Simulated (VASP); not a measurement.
Runs of VASP 6.6.1 on WC. The structure is that of space group Fm-3m (No. 225), or close to it. The cells are those of the table. 

```tsv
task	level	cell	cutoff (eV)	gap on the mesh (eV)	pressure (GPa)	relaxed volume (Å³/atom)
single point	r2SCAN	a = 3.086 Å, angles 60.0°, 2 atoms	520	none	1.7	-
single point	PBEsol+D3(BJ)	a = 3.054 Å, angles 60.0°, 2 atoms	520	none	1.2	-
relaxation of cell and atoms	PBEsol+D3(BJ)	relaxed from a = 3.101 Å, angles 60.0°, 2 atoms	600	-	-0.1	10.10
relaxation of cell and atoms	r2SCAN	relaxed from a = 3.101 Å, angles 60.0°, 2 atoms	600	-	0.0	(b)
relaxation of cell and atoms	PBEsol	relaxed from a = 3.101 Å, angles 60.0°, 2 atoms	600	-	-0.2	10.29
single point	PBEsol	a = 3.073 Å, angles 60.0°, 2 atoms	520	none	(a)	-
```

Alike in all rows: potentials or basis VASP PAW PBE potentials, release 64 (W_sv, C); no spin polarisation; k mesh 11 × 11 × 11; smearing methfessel-paxton 0.05 eV.

Question: Fill in the values left out.

Answer: (a) 1.1; (b) 10.44.

Caveats: the PAW data sets were made with another functional, which shifts forces and pressure a little; spin-orbit coupling is left out, which moves the levels of the heavy elements; the bands computed are all filled at some k points, so no gap is given (some runs); pairwise dispersion overbinds metals, which lowers pressure and volume (some runs).

A k mesh can miss the band edges, and the runs leave out spin-orbit coupling on W.

A gap of «none» marks levels without a gap at the run's occupations.
